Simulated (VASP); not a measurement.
Crystal: CdS.

```
CELL_PARAMETERS angstrom
0.00000 2.75324 2.75324
2.75324 0.00000 2.75324
2.75324 2.75324 0.00000
ATOMIC_POSITIONS crystal
Cd 0.00000 0.00000 0.00000
S 0.50000 0.50000 0.50000
```

- Program: VASP 6.6.1
- Task: relaxation of cell and atoms
- Functional: HF
- Potentials or basis: VASP PAW PBE potentials, release 64 (Cd, S)
- Cutoff: 600 eV
- k mesh: 4 × 4 × 4
- Occupations: fermi-dirac, width 0.05 eV
- Spin: no spin polarisation

At the start: pressure 4.5 GPa; volume 20.87 Å³/atom.

Q: How do energy, volume and symmetry change on relaxing?

A: Over 3 steps the energy falls by 15.2 meV/atom and the volume is 22.01 Å³/atom (+5.5 %); space group Fm-3m (No. 225, to 0.1 Å) before and after.

Step by step:
| step | energy change (eV) | largest force (eV/Å) | pressure (GPa) | volume (Å³) |
| --- | --- | --- | --- | --- |
| 1 | 0.0000 | 0.0000 | 4.50 | 41.74 |
| 2 | -0.0211 | 0.0000 | -2.15 | 45.38 |
| 3 | -0.0304 | 0.0000 | -0.07 | 44.02 |

Final structure:
```
CELL_PARAMETERS angstrom
0.00000 2.80247 2.80247
2.80247 0.00000 2.80247
2.80247 2.80247 0.00000
ATOMIC_POSITIONS crystal
Cd 0.00000 0.00000 0.00000
S 0.50000 0.50000 0.50000
```

Caveat: the k points lie up to 0.49 Å⁻¹ apart in the final cell; the PAW data sets were made with another functional, which shifts forces and pressure a little.
